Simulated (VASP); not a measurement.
# Sn2GeSe3 (R-3m) in VASP: further runs

The runs below take Sn2GeSe3 through relaxation of cell and atoms, single point, with PBE.

Program: VASP 6.6.1. These are calculated values, not measurements. Logs are shortened: lines on timing, memory, paths and dates and some standing lists are left out, and cuts for length are marked.

## (1) The cell of the first run

It takes space group R-3m (No. 166, trigonal). The conventional cell has a = 6.354 Å, b = 6.354 Å, c = 14.847 Å, α = 90.00°, β = 90.00°, γ = 120.00°. Within 4.7 Å of Sn (site symmetry 3m) lie 9 Se at 3.56 to 3.70 Å and 3 Ge at 3.71 Å and 4 Sn at 3.79 to 3.85 Å. Within 4.1 Å of Ge (site symmetry -3m) lie 6 Se at 3.08 Å and 6 Sn at 3.71 Å. Within 4.1 Å of Se (site symmetry 2/m) lie 2 Ge at 3.08 Å and 4 Se at 3.18 Å and 6 Sn at 3.56 to 3.70 Å.

## (2) Relaxation of cell and atoms, PBE

INCAR reads:

```
  PREC = Accurate
  ENCUT = 600
  EDIFF = 1E-6
  ISMEAR = 0
  SIGMA = 0.1
  LREAL = F
  LASPH = T
  NELM = 60
  ALGO = Normal
  ISIF = 3
  LWAVE = F
  LCHARG = F
  GGA = PE
  IBRION = 2
  NSW = 90
  EDIFFG = -0.04
```

KPOINTS reads:

```
Automatic mesh
0
Gamma
  3 3 3
```

POSCAR reads:

```
Sn2GeSe3
1.0
    3.1770397600      1.8342647600      4.9491167900
   -3.1770397600      1.8342647600      4.9491167900
    0.0000000000     -3.6685295200      4.9491167900
Sn Ge Se
2 1 3
Direct
    0.6277570100      0.6277570100      0.6277570100
    0.3722429900      0.3722429900      0.3722429900
    0.0000000000      0.0000000000      0.0000000000
    0.0000000000      0.5000000000      0.0000000000
    0.5000000000      0.0000000000      0.0000000000
    0.0000000000      0.0000000000      0.5000000000
```

Potentials or basis: VASP PAW PBE potentials, release 64 (Sn_d, Ge_d, Se).

Launch:

```bash
$ cat potpaw_PBE.64/Sn_d/POTCAR potpaw_PBE.64/Ge_d/POTCAR potpaw_PBE.64/Se/POTCAR > POTCAR
$ mpirun -np 1 vasp_std > vasp.out
```

OUTCAR:

```text
PREC = Accurate
   ENCUT = 600
   EDIFF = 1E-6
   ISMEAR = 0
   LREAL = F
   LASPH = T
   NELM = 60
   ISIF = 3
   GGA = PE
   IBRION = 2
   NSW = 90
   EDIFFG = -0.04

 ion  position               nearest neighbor table
   1  0.628  0.628  0.628-
   2  0.372  0.372  0.372-
   3  0.000  0.000  0.000-
   4  0.000  0.500  0.000-
   5  0.500  0.000  0.000-
   6  0.000  0.000  0.500-

  LATTYP: Found a trigonal (rhomboedric) cell.
 ALAT       =     6.1605085705
 COS(alpha) =     0.4680850909

  Lattice vectors:

 A1 = (   3.1770397600,   1.8342647600,   4.9491167900)
 A2 = (  -3.1770397600,   1.8342647600,   4.9491167900)
 A3 = (   0.0000000000,  -3.6685295200,   4.9491167900)

Analysis of symmetry for initial positions (statically):
=====================================================================
 Subroutine PRICEL returns:
 Original cell was already a primitive cell.

 Routine SETGRP: Setting up the symmetry group for a
 trigonal (rhombohedral) supercell.

 Subroutine GETGRP returns: Found 12 space group operations
 (whereof 12 operations were pure point group operations)
 out of a pool of 12 trial point group operations.

The static configuration has the point symmetry D_3d.

Analysis of symmetry for dynamics (positions and initial velocities):
=====================================================================
 Subroutine PRICEL returns:
 Original cell was already a primitive cell.

 Routine SETGRP: Setting up the symmetry group for a
 trigonal (rhombohedral) supercell.

 Subroutine GETGRP returns: Found 12 space group operations
 (whereof 12 operations were pure point group operations)
 out of a pool of 12 trial point group operations.

The dynamic configuration has the point symmetry D_3d.

 Subroutine INISYM returns: Found 12 space group operations
 (whereof 12 operations are pure point group operations),
 and found     1 'primitive' translations

----------------------------------------------------------------------------------------

                                     Primitive cell

  volume of cell :     173.0468

  direct lattice vectors                    reciprocal lattice vectors
     3.177039760  1.834264760  4.949116790     0.157379208  0.090862928  0.067352085
    -3.177039760  1.834264760  4.949116790    -0.157379208  0.090862928  0.067352085
     0.000000000 -3.668529520  4.949116790     0.000000000 -0.181725856  0.067352085

  length of vectors
     6.160508571  6.160508571  6.160508570     0.193805547  0.193805547  0.193805547

  position of ions in fractional coordinates (direct lattice)
     0.627757010  0.627757010  0.627757010
     0.372242990  0.372242990  0.372242990
     0.000000000  0.000000000  0.000000000
     0.000000000  0.500000000  0.000000000
     0.500000000  0.000000000  0.000000000
     0.000000000  0.000000000  0.500000000

  ion indices of the primitive-cell ions
   primitive index   ion index
                 1           1
                 2           2
                 3           3
                 4           4
                 5           5
                 6           6

----------------------------------------------------------------------------------------

 KPOINTS: Automatic mesh

Automatic generation of k-mesh.
 Grid dimensions read from file:
 generate k-points for:    3    3    3

 Generating k-lattice:

  Cartesian coordinates                     Fractional coordinates (reciprocal lattice)
     0.052459736  0.030287643  0.022450695     0.333333333  0.000000000  0.000000000
    -0.052459736  0.030287643  0.022450695     0.000000000  0.333333333  0.000000000
     0.000000000 -0.060575285  0.022450695     0.000000000  0.000000000  0.333333333

  Length of vectors
     0.064601849  0.064601849  0.064601849

  Shift w.r.t. Gamma in fractional coordinates (k-lattice)
     0.000000000  0.000000000  0.000000000

 Subroutine IBZKPT returns following result:
 ===========================================

 Found      6 irreducible k-points:

 Following reciprocal coordinates:
            Coordinates               Weight
  0.000000  0.000000  0.000000      1.000000
  0.333333  0.000000  0.000000      6.000000
  0.333333  0.333333  0.000000      6.000000
 -0.333333  0.333333  0.000000      6.000000
  0.333333  0.333333  0.333333      2.000000
 -0.333333  0.333333  0.333333      6.000000
   k-points           NKPTS =      6   k-points in BZ     NKDIM =      6   number of bands    NBANDS=     36
   number of dos      NEDOS =    301   number of ions     NIONS =      6
   total plane-waves  NPLWV = 125000
   dimension x,y,z NGX =    50 NGY =   50 NGZ =   50
   dimension x,y,z NGXF=   100 NGYF=  100 NGZF=  100
   ions per type =               2   1   3
   NGX,Y,Z   is equivalent  to a cutoff of  13.49, 13.49, 13.49 a.u.
   NGXF,Y,Z  is equivalent  to a cutoff of  26.99, 26.99, 26.99 a.u.
 SYSTEM =  unknown system
   PREC   = accura    normal or accurate (medium, high low for compatibility)
   ISTART =      0    job   : 0-new  1-cont  2-samecut
   ICHARG =      2    charge: 1-file 2-atom 10-const
   ISPIN  =      1    spin polarized calculation?
   LNONCOLLINEAR =      F non collinear calculations
   LSORBIT =      F    spin-orbit coupling
   LASPH  =      T    aspherical Exc in radial PAW
   ENCUT  =  600.0 eV  44.10 Ry    6.64 a.u.  12.30 12.30 12.30*2*pi/ulx,y,z
   NELM   =     60;   NELMIN=  2; NELMDL= -5     # of ELM steps
   EDIFF  = 0.1E-05   stopping-criterion for ELM
   LREAL  =      F    real-space projection
   EDIFFG = -.4E-01   stopping-criterion for IOM
   NSW    =     90    number of steps for IOM
   IBRION =      2    ionic relax: 0-MD 1-quasi-New 2-CG
   NFREE  =      1    steps in history (QN), initial steepest desc. (CG)
   ISIF   =      3    stress and relaxation
   ISYM   =      2    0-nonsym 1-usesym 2-fastsym
   POTIM  = 0.5000    time-step for ionic-motion
   TEBEG  =    0.0;   TEEND  =   0.0 temperature during run
   PSTRESS=    0.0 pullay stress
   NELECT =      60.0000    total number of electrons
   NUPDOWN=      -1.0000    fix difference up-down
   EMIN   =  10.00;   EMAX   =-10.00  energy-range for DOS
   EFERMI =   0.00;   METHOD = LEGACY
   ISMEAR =     0;   SIGMA  =   0.10  broadening in eV -4-tet -1-fermi 0-gaus
   EFERMI_NEDOS =   21; number of points for ismear=-14 and -15
   IALGO  =     38    algorithm
   IMIX   =      4    mixing-type and parameters
     AMIX     =   0.40;   BMIX     =  1.00
     AMIX_MAG =   1.60;   BMIX_MAG =  1.00
  volume/ion in A,a.u.               =      28.84       194.63
  Fermi-wavevector in a.u.,A,eV,Ry     =   1.150105  2.173383 17.996981  1.322741
  Thomas-Fermi vector in A             =   2.286771
   LORBIT       =      0    0 simple, 1 ext, 2 COOP (PROOUT), +10 PAW based schemes
   GGA     = PE    functional components
   LHFCALC =     F    Hartree Fock is set to
   AEXX    =    0.0000 exact exchange contribution
   IVDW    =     0    specifies the selected vdW correction
   LEPSILON=     F    determine dielectric tensor
   LRPA    =     F    only Hartree local field effects (RPA)
 conjugate gradient relaxation of ions
 non-spin polarized calculation
 Gauss-broadening in eV      SIGMA  =   0.10
  energy-cutoff  :      600.00
  volume of cell :      173.05
 maximum number of plane-waves:      5786
 NGX is ok and might be reduce to    50
   NGX = 25   NGY = 25   NGZ = 25

--------------------------------------- Ionic step        1  -------------------------------------------

 number of electron      60.0000017 magnetization

 Free energy of the ion-electron system (eV)
  ---------------------------------------------------
  ext. energy  EPLUGINS =         0.00000000
  ---------------------------------------------------
  free energy    TOTEN  =       -20.39584471 eV

  energy without entropy =      -20.36091927  energy(sigma->0) =      -20.37838199

------------------------ aborting loop because EDIFF is reached ----------------------------------------

  FORCE on cell =-STRESS in cart. coord.  units (eV):
  Direction    XX          YY          ZZ          XY          YZ          ZX
  --------------------------------------------------------------------------------------
  -------------------------------------------------------------------------------------
  Total       -4.9924329     -4.9924329     -9.5203002      0.0000000     -0.0000000     -0.0000000
  in kB      -46.2231133    -46.2231133    -88.1449836      0.0000000     -0.0000000     -0.0000000
  external PRESSURE =     -60.1970700 kB  Pullay stress =       0.0000000 kB
[... 101 lines left out ...]
  FREE ENERGIE OF THE ION-ELECTRON SYSTEM (eV)
  ---------------------------------------------------
  free  energy   TOTEN  =       -21.1236839809 eV

  energy  without entropy=      -21.0970853445  energy(sigma->0) =      -21.11038466

 E-fermi :   5.7461     XC(G=0): -10.0125

 val. band max:        5.3703070398   @ k =   0.3333   0.3333   0.3333
 cond. band min:       6.1284392735   @ k =   0.3333   0.3333   0.0000
 fundamental gap:      0.7581322336
 Fermi energy:         5.7460955360

 k-point     1 :       0.0000    0.0000    0.0000
  band No.  band energies     occupation
      1     -18.5819      2.00000
      2     -18.5819      2.00000
      3     -18.5621      2.00000
      4     -18.5536      2.00000
      5     -18.5536      2.00000
      6     -16.4061      2.00000
[... 223 lines left out ...]
     35       8.9657      0.00000
     36       8.9821      0.00000

 E-fermi :   5.0810     XC(G=0):  -9.7390

 val. band max:        4.7492636625   @ k =   0.3333   0.3333   0.3333
 cond. band min:       5.4015703202   @ k =   0.0000   0.0000   0.0000
 fundamental gap:      0.6523066577
 Fermi energy:         5.0809523978

 k-point     1 :       0.0000    0.0000    0.0000
  band No.  band energies     occupation
      1     -19.1319      2.00000
      2     -19.1319      2.00000
      3     -19.1177      2.00000
      4     -19.1095      2.00000
      5     -19.1095      2.00000
      6     -16.8972      2.00000
[... 223 lines left out ...]
     35       8.2299      0.00000
     36       8.2936      0.00000

[... ionic steps 4 to 24 ...]

--------------------------------------- Ionic step       25  -------------------------------------------

 number of electron      60.0000011 magnetization

------------------------ aborting loop because EDIFF is reached ----------------------------------------

  FORCE on cell =-STRESS in cart. coord.  units (eV):
  Direction    XX          YY          ZZ          XY          YZ          ZX
  --------------------------------------------------------------------------------------
  -------------------------------------------------------------------------------------
  Total       -0.0412290     -0.0412290     -0.3215123      0.0000000     -0.0000000      0.0000000
  in kB       -0.3921432     -0.3921432     -3.0580156      0.0000000     -0.0000000      0.0000000
  external PRESSURE =      -1.2807673 kB  Pullay stress =       0.0000000 kB
[... 65 lines left out ...]
  energy  without entropy=      -24.0273643589  energy(sigma->0) =      -24.02975761

--------------------------------------- Ionic step       27  -------------------------------------------

 number of electron      60.0000015 magnetization

 Free energy of the ion-electron system (eV)
  ---------------------------------------------------
  ext. energy  EPLUGINS =         0.00000000
  ---------------------------------------------------
  free energy    TOTEN  =       -24.03270801 eV

  energy without entropy =      -24.02808574  energy(sigma->0) =      -24.03039687

 E-fermi :   3.9992     XC(G=0):  -9.2563

 val. band max:        3.9640019564   @ k =   0.0000   0.0000   0.0000
 cond. band min:       4.0213767243   @ k =   0.0000   0.0000   0.0000
 fundamental gap:      0.0573747679
 Fermi energy:         3.9992042371

 k-point     1 :       0.0000    0.0000    0.0000
  band No.  band energies     occupation
      1     -20.1501      2.00000
      2     -20.1501      2.00000
      3     -20.1452      2.00000
      4     -20.1344      2.00000
      5     -20.1344      2.00000
      6     -17.5951      2.00000
[... 256 lines left out ...]
  FREE ENERGIE OF THE ION-ELECTRON SYSTEM (eV)
  ---------------------------------------------------
  free  energy   TOTEN  =       -24.0327080108 eV

  energy  without entropy=      -24.0280857363  energy(sigma->0) =      -24.03039687

 reached required accuracy - stopping structural energy minimisation
```

Run time: 11 min. Hardware: 1 thread of Intel Xeon 6975P-C (Granite Rapids), shared host; peak memory 0.38 GiB.

Results:

```yaml
Free_energy: -24.0327 eV
Relaxed_volume: 28.06 Å³/atom
Relaxed_cell: a = 5.539 Å, b = 5.539 Å, c = 5.539 Å, α = 85.37°, β = 85.37°, γ = 85.37°
Space_group_after_relaxing_to_0.05_Å: R-3m (No. 166)
Energy_gained_by_relaxing: 606.1 meV/atom
Ionic_steps: 27
Pressure_after_relaxing: 0.1 GPa
Largest_force_after_relaxing: 0.022 eV/Å
Band_gap_on_the_k_mesh: 0.06 eV, direct
```

Forces on the atoms (eV/Å):
```
Sn   0.000  0.000  0.022
Sn   0.000  0.000 -0.022
Ge   0.000  0.000  0.000
Se   0.000  0.000  0.000
Se   0.000  0.000  0.000
Se   0.000  0.000  0.000
```

Stress tensor (GPa, compression positive):
```
 0.14  0.00  0.00
 0.00  0.14  0.00
 0.00  0.00 -0.06
```

Step by step:
| step | energy change (eV) | largest force (eV/Å) | pressure (GPa) | volume (Å³) |
| --- | --- | --- | --- | --- |
| 1 | 0.0000 | 0.1847 | -6.02 | 173.05 |
| 2 | -0.7130 | 0.1047 | -0.38 | 147.23 |
| 3 | -0.7278 | 0.0759 | 0.70 | 144.07 |
| 4 | -0.8557 | 0.0211 | 0.70 | 143.80 |
| 5 | -1.4723 | 0.3945 | 3.14 | 141.78 |
| 6 | -1.8834 | 3.4820 | 13.25 | 131.85 |
| 7 | -2.3521 | 2.0417 | 6.90 | 137.22 |
| 8 | -2.3254 | 2.4303 | 8.77 | 135.75 |
| 9 | -2.3505 | 2.4614 | 8.74 | 136.06 |
| 10 | -2.4163 | 2.5256 | 8.76 | 136.99 |
| 11 | -2.5083 | 2.7349 | 8.34 | 138.69 |
| 12 | -2.2787 | 3.4355 | 8.89 | 141.49 |
| 13 | -2.5033 | 2.9021 | 8.30 | 139.42 |
| 14 | -2.6092 | 2.7222 | 7.61 | 140.76 |
| 15 | -2.8817 | 2.2636 | 5.65 | 144.83 |
| 16 | -3.2526 | 1.6197 | 2.47 | 153.20 |
| 17 | -3.4812 | 1.0094 | -1.84 | 170.86 |
| 18 | -3.4827 | 1.0393 | -1.57 | 169.25 |
| 19 | -3.5242 | 0.8754 | -1.19 | 168.07 |
| 20 | -3.5995 | 0.3905 | 0.21 | 164.53 |
| 21 | -3.6083 | 0.1509 | 0.96 | 162.82 |
| 22 | -3.6200 | 0.1315 | 0.68 | 164.07 |
| 23 | -3.6341 | 0.1104 | 0.03 | 167.25 |
| 24 | -3.6349 | 0.1096 | -0.08 | 168.00 |
| 25 | -3.6350 | 0.1093 | -0.13 | 168.45 |
| 26 | -3.6363 | 0.0624 | -0.02 | 168.39 |
| 27 | -3.6369 | 0.0222 | 0.07 | 168.34 |

Final structure:
```xyz
6
Lattice="3.7550 2.1679 3.4466 -3.7550 2.1679 3.4466 0.0000 -4.3359 3.4466" Properties=species:S:1:pos:R:3 pbc="T T T"
Sn    0.0000    0.0000    6.8730
Sn    0.0000    0.0000    3.4667
Ge    0.0000   -4.3359    3.4466
Se   -1.8775   -3.2519    5.1699
Se    1.8775   -3.2519    5.1699
Se    0.0000   -2.1679    1.7233
```

Caveat: spin-orbit coupling is left out, which moves the levels of the heavy elements.

(Continued in part 2 of 2.)
